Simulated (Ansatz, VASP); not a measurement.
## Bi2Te3: VASP beside Ansatz

```xyz
5
Lattice="2.1930 1.2661 9.9624 -2.1930 1.2661 9.9624 0.0000 -2.5323 9.9624" Properties=species:S:1:pos:R:3 pbc="T T T"
Bi    0.0000    0.0000   11.9548
Bi    0.0000    0.0000   17.9322
Te    0.0000    0.0000    0.0000
Te    0.0000    0.0000    6.2613
Te    0.0000    0.0000   23.6257
```

Change from the starting cell: zz strain of -2 %, PAW files.

Alike in both runs: task electric field gradients; functional PBE; k mesh 7 × 7 × 7; occupations fermi-dirac, width 0.08 eV; no spin polarisation.

|  | VASP | Ansatz |
| --- | --- | --- |
| version | VASP 6.6.1 | Ansatz 0.2.0 |
| potentials or method | VASP PAW PBE potentials, release 64 (Bi_d, Te) | PAW with Ansatz's default frozen-core files, scalar-relativistic |
| plane-wave cutoff (eV) | 520 | 420 |
| valence electrons in the cell | 48 | 78 |

```tsv
	VASP	Ansatz	Ansatz less VASP
pressure (GPa)	3.1	3.1	+0.02
traceless stress, the component that is largest in VASP (GPa)	0.33	0.33	0.000
rms of the force components (eV/Å)	0.052	0.047	-0.0053
size of Vzz on the site where it differs most (V/Å²)	76.2	80.7	+4.57
```

Atom by atom the forces differ by 0.006 eV/Å (rms over components). With one functional, cell and mesh, what is left measures potentials, basis and numerics. VASP's potentials hold 48 valence electrons a cell and Ansatz's 78, so a difference there can come from the potentials and not from the codes.

Neither program's run includes spin-orbit coupling.
